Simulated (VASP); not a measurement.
A run of VASP 6.6.1:

The input INCAR:

```
  ALGO = Normal
  EDIFF = 1E-7
  ENCUT = 520
  GGA = PE
  ISIF = 2
  ISMEAR = 0
  LASPH = True
  LCHARG = False
  LREAL = False
  LWAVE = False
  NBANDS = 18
  NELM = 100
  PREC = Accurate
  SIGMA = 0.1
```

File KPOINTS:

```
k-points
0
Gamma
  6 6 8
```

Contents of POSCAR:

```
Be8H
1.0
    4.6968143706      0.0000000000      0.0000000000
   -2.3484071853      4.0675605618      0.0000000000
    0.0000000000      0.0000000000      3.5609948152
Be H
8 1
Direct
    0.1513634109      0.3486365891      0.2500000000
    0.1513634109      0.8027268218      0.2500000000
    0.6972731782      0.3486365891      0.2500000000
    0.6666666667      0.8333333333      0.2500000000
    0.3333333333      0.1666666667      0.7500000000
    0.3354615174      0.6677307587      0.7500000000
    0.8322692413      0.1645384826      0.7500000000
    0.8322692413      0.6677307587      0.7500000000
    0.3333333333      0.1666666667      0.2500000000
```

Potentials or basis: VASP PAW PBE potentials, release 64 (Be, H).

The run is started by

```console
$ cat potpaw_PBE.64/Be/POTCAR potpaw_PBE.64/H/POTCAR > POTCAR
$ mpirun -np 1 vasp_std > vasp.out
```

Hardware: 1 thread of Intel(R) Xeon(R) Platinum 8488C (Sapphire Rapids), with other jobs on the host.

Problem. Estimate the wall time of this run.

Solution. Run time: 24 s on 1 thread of Intel(R) Xeon(R) Platinum 8488C (Sapphire Rapids), with other jobs on the host, peak memory 0.19 GiB. Counts: scf iterations 12, k points 35.
